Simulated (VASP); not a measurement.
Input of a VASP 6.6.1 run:

File INCAR:

```
SYSTEM = LiNbO3
PREC     = Accurate       ! precision mode
ENCUT    = 750            ! plane-wave cutoff, eV
EDIFF    = 1E-6           ! SCF threshold, eV
ISMEAR   = 0              ! smearing method
SIGMA    = 0.02           ! smearing width, eV
LREAL    = .False.        ! projectors in reciprocal space
LASPH    = .True.         ! aspherical terms in the spheres
NELM     = 120            ! most SCF steps
ALGO     = Normal         ! electronic algorithm
ISIF     = 2              ! what is computed and relaxed
LWAVE    = .False.        ! write WAVECAR
LCHARG   = .True.         ! write CHGCAR
LELF     = .True.         ! ELF
LVHAR    = .True.       
NBANDS   = 45             ! bands
GGA_COMPAT= .False.
```

KPOINTS

```
regular mesh
0
Gamma
  6 6 6
  0 0 0
```

POSCAR

```
LiNbO3
1.0
    2.5608241429      1.4784925082      4.5986807552
   -2.5608241429      1.4784925082      4.5986807552
    0.0000000000     -2.9569850165      4.5986807552
Li Nb O
2 2 6
Direct
    0.7060120299      0.7060120299      0.7060120299
    0.2060120299      0.2060120299      0.2060120299
    0.9889176166      0.9889176166      0.9889176166
    0.4889176166      0.4889176166      0.4889176166
    0.8761272339      0.2678945653      0.6274973445
    0.6274973445      0.8761272339      0.2678945653
    0.2678945653      0.6274973445      0.8761272339
    0.7678945653      0.3761272339      0.1274973445
    0.3761272339      0.1274973445      0.7678945653
    0.1274973445      0.7678945653      0.3761272339
```

Potentials or basis: VASP PAW LDA potentials, release 64 (Li_sv, Nb_sv, O).

Launch:

```sh
$ cat potpaw_LDA.64/Li_sv/POTCAR potpaw_LDA.64/Nb_sv/POTCAR potpaw_LDA.64/O/POTCAR > POTCAR
$ mpirun -np 1 vasp_std > vasp.out
```

(1) Predict the largest force.

(2) Estimate the band gap on the k mesh.

(3) Estimate the pressure.

Answers

(1) 0.073 eV/Å.

(2) 3.44 eV (least direct gap 3.45 eV).

(3) -3.5 GPa.

Caveat: the cell stands under tension.
